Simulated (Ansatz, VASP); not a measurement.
**Two plane-wave programs on Sn**

```
Sn
1.0
     9.29642    0.00000    0.00000
    -4.64821    8.05093    0.00000
     0.00000    0.00000   25.20916
Sn
16
Direct
  0.66667 0.33333 0.31734
  0.66667 0.83333 0.31734
  0.16667 0.33333 0.31734
  0.16667 0.83333 0.31734
  0.50000 0.50000 0.35498
  0.50000 0.00000 0.35498
  0.00000 0.50000 0.35498
  0.00000 0.00000 0.35498
  0.12445 0.75448 0.44305
  0.12830 0.25731 0.44151
  0.62314 0.75133 0.44325
  0.62792 0.25704 0.44222
  0.95701 0.92202 0.48943
  0.95961 0.41857 0.49060
  0.45899 0.92094 0.48981
  0.45692 0.41668 0.49135
```

Alike in both runs: task single point; functional PBE; dispersion D3(BJ); k mesh 3 × 3 × 1; occupations gaussian, width 0.1 eV; no spin polarisation.

|  | VASP | Ansatz |
| --- | --- | --- |
| version | VASP 6.6.1 | Ansatz 0.2.0 |
| potentials or method | VASP PAW PBE potentials, release 64 (Sn_d), cutoff 400 eV | scalar-relativistic, plane waves, PAW |
| valence electrons in the cell | 224 | 224 |

VASP gave:

- gap on the k mesh at the Fermi level (eV): 0.08
- least direct gap on the mesh (eV): 0.08
- rms of the force components (eV/Å): 0.257

Task: What did Ansatz give for the same quantities?

Result: gap on the k mesh at the Fermi level (eV): 0.08; least direct gap on the mesh (eV): 0.08; rms of the force components (eV/Å): 0.256.

Atom by atom the forces differ by 0.003 eV/Å (rms over components).
